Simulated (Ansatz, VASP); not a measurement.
## P: VASP beside Ansatz

```
CELL_PARAMETERS angstrom
1.65500 -5.25000 0.00000
1.65500 5.25000 0.00000
0.00000 0.00000 4.38000
ATOMIC_POSITIONS crystal
P 0.09800 0.90200 0.91000
P 0.59800 0.40200 0.67562
P 0.90200 0.09800 0.09000
P 0.40200 0.59800 0.41000
```

Change from the starting cell: one atom moved.

Alike in both runs: task single point; functional PBE; k mesh 12 × 12 × 8; occupations gaussian, width 0.05 eV; no spin polarisation.

```csv
,VASP,Ansatz
version,VASP 6.6.1,Ansatz 0.2.0
potentials or method,"VASP PAW PBE potentials, release 64 (P), cutoff 520 eV","scalar-relativistic, plane waves, PAW"
valence electrons in the cell,20,20
```

VASP gave:

- gap on the k mesh at the Fermi level (eV): none
- pressure (GPa): 13.7
- traceless stress, the component that is largest in VASP (GPa): -11.93
- rms of the force components (eV/Å): 2.564

Q: Estimate Ansatz's values.

A: gap on the k mesh at the Fermi level (eV): none; pressure (GPa): 14.2; traceless stress, the component that is largest in VASP (GPa): -12.25; rms of the force components (eV/Å): 2.592.

Atom by atom the forces differ by 0.035 eV/Å (rms over components). A gap of «none» marks a metal or a gap that the smearing closes. With one functional, cell and mesh, what is left measures potentials, basis and numerics.
